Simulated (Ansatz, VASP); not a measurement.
Ca: VASP beside Ansatz

The input INCAR:

```
SYSTEM = Ca
ALGO = Normal
EDIFF = 1E-6
ENCUT = 520
GGA = PS
ISIF = 2
ISMEAR = -1
LASPH = .True.
LCHARG = .True.
LELF = .True.
LREAL = .False.
LVHAR = .True.
LWAVE = .False.
NBANDS = 17
NELM = 60
PREC = Accurate
SIGMA = 0.1
```

KPOINTS

```
k-points
0
Gamma
  11 11 6
  0 0 0
```

File POSCAR:

```
Ca
1.0
    3.9048551368      0.0000000000      0.0000000000
   -1.9524275684      3.3817037466      0.0000000000
    0.0000000000      0.0000000000      6.4308056960
Ca
2
Direct
    0.3333333333      0.6666666667      0.2500000000
    0.6666666667      0.3333333333      0.7500000000
```

Input for Ansatz:

```yaml
crystal:
  lattice:
    - [3.9048551368, 0.0, 0.0]
    - [-1.9524275684, 3.3817037466, 0.0]
    - [0.0, 0.0, 6.430805696]
  atoms:
    - { symbol: Ca, position: [0.3333333333, 0.6666666667, 0.25] }
    - { symbol: Ca, position: [0.6666666667, 0.3333333333, 0.75] }
hamiltonian:
  xc: pbesol
  pseudopotentials:
    kind: paw
    azcp:
      Ca: "pseudopotentials/Ca.paw.azcp"
basis:
  ecutwfc: 420
  fft_grid_basis: typed
kpoints:
  mp_grid: { grid: [11, 11, 6], shift: [0, 0, 0] }
magnetization:
  spin_polarized: false
scf:
  occupations: { method: fermi_dirac, width: 0.1 }
  lower_state_search: "off"
output:
  stress: true
  write_density: true
  write_potential: true
  elf: true
  volumetric_format: npy
```

Alike in both runs: task single point; functional PBEsol; k mesh 11 × 11 × 6; occupations fermi-dirac, width 0.1 eV; no spin polarisation.

```csv
,VASP,Ansatz
version,VASP 6.6.1,Ansatz 0.2.0
potentials or method,"VASP PAW PBE potentials, release 64 (Ca_sv), cutoff 520 eV","plane waves (420 eV) with PAW, scalar-relativistic"
valence electrons in the cell,20,20
```

```tsv
	VASP	Ansatz	Ansatz less VASP
pressure (GPa)	-0.7	-0.7	-0.01
traceless stress, the component that is largest in VASP (GPa)	-0.08	-0.08	-0.003
```

VASP's potentials were made for PBE, not for PBEsol, and Ansatz warns of the same on its side. The functional is the same, so the differences come from potentials, cutoffs and numerics.
